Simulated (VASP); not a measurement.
Runs of VASP 6.6.1 on TiTe3Se. The structure is that of space group Pm-3m (No. 221), or close to it. The cells are those of the table. The cell was generated, and may not be a known phase.

```tsv
task	spin	cell	k mesh	cutoff (eV)	gap on the mesh (eV)	pressure (GPa)	moment (μB)	relaxed volume (Å³/atom)
relaxation of cell and atoms	collinear	relaxed from a = 5.799 Å, 5 atoms	4 × 4 × 4	600	none	-0.1	0.00	(a)
single point	collinear	a = 5.799 Å, 5 atoms	4 × 4 × 4	520	none	-7.2	0.00	-
single point	collinear	a = 5.288 Å, 5 atoms	4 × 4 × 4	520	none	-0.3	0.01	-
relaxation of cell and atoms	off	relaxed from a = 5.288 Å, 5 atoms	8 × 8 × 8	600	none	0.0	-	(b)
```

Alike in all rows: level PBE; potentials or basis VASP PAW PBE potentials, release 64 (Ti_sv, Te, Se); smearing gaussian 0.1 eV.

**Question.** Fill in the values left out.

**Answer.** (a) 29.42; (b) 29.26.

Caveats: spin-orbit coupling is left out, which moves the levels of the heavy elements; the volume moved by over 15 % at a fixed basis, so the end points are rough (at least some runs); the cell stands under tension (at least some runs).

A k mesh can miss the band edges, and the runs leave out spin-orbit coupling on Se, Te.

A gap of «none» marks levels without a gap at the run's occupations.
